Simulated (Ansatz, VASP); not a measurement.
WS2 in VASP and in Ansatz

INCAR

```
PREC = Accurate ; ENCUT = 500
EDIFF = 1E-6 ; ISMEAR = 1
SIGMA = 0.1 ; LREAL = F
LASPH = T ; NELM = 120
ALGO = Normal ; ISIF = 2
LWAVE = F ; LCHARG = F
NBANDS = 20 ; GGA_COMPAT = F
```

File KPOINTS:

```
regular mesh
0
Gamma
  6 6 1
```

File POSCAR:

```
WS2
1.0
    3.1835200000      0.0000000000      0.0000000000
   -1.5917600000      2.7570100000      0.0000000000
    0.0000000000      0.0000000000     16.9505800000
W S
1 2
Direct
    0.3526287661      0.6496453039      0.0004075716
    0.6631823268      0.3110842885      0.9071844767
    0.6895146681      0.3349828955      0.0905848374
```

Input for Ansatz:

```yaml
crystal:
  lattice:
    - [3.18352, 0.0, 0.0]
    - [-1.59176, 2.75701, 0.0]
    - [0.0, 0.0, 16.95058]
  atoms:
    - { symbol: W, position: [0.352628766141796, 0.6496453039189682, 0.0004075716263619966] }
    - { symbol: S, position: [0.6631823268075195, 0.3110842885080265, 0.9071844767347631] }
    - { symbol: S, position: [0.6895146681338901, 0.33498289546062343, 0.09058483738058505] }
basis:
  ecutwfc: 450.0
kpoints:
  mp_grid:
    grid: [6, 6, 1]
hamiltonian:
  xc: lda
scf:
  max_iter: 50
  occupations:
    method: cold
    width: 0.1
output:
  forces: true
```

Alike in both runs: task single point; functional LDA; k mesh 6 × 6 × 1; no spin polarisation.

```csv
,VASP,Ansatz
version,VASP 6.6.1,Ansatz 0.2.0
potentials or method,"VASP PAW LDA potentials, release 64 (W_sv, S), cutoff 500 eV","plane waves, PAW"
occupations,"methfessel-paxton of order 1, width 0.1 eV","cold, width 0.1 eV"
valence electrons in the cell,26,26
```

```csv
,VASP,Ansatz,Ansatz less VASP
rms of the force components (eV/Å),0.540,0.542,+0.0022
```

LDA's correlation is that of Perdew and Zunger in VASP and of Perdew and Wang (1992) in Ansatz. Atom by atom the forces differ by 0.019 eV/Å (rms over components).

Spin-orbit coupling is off throughout.
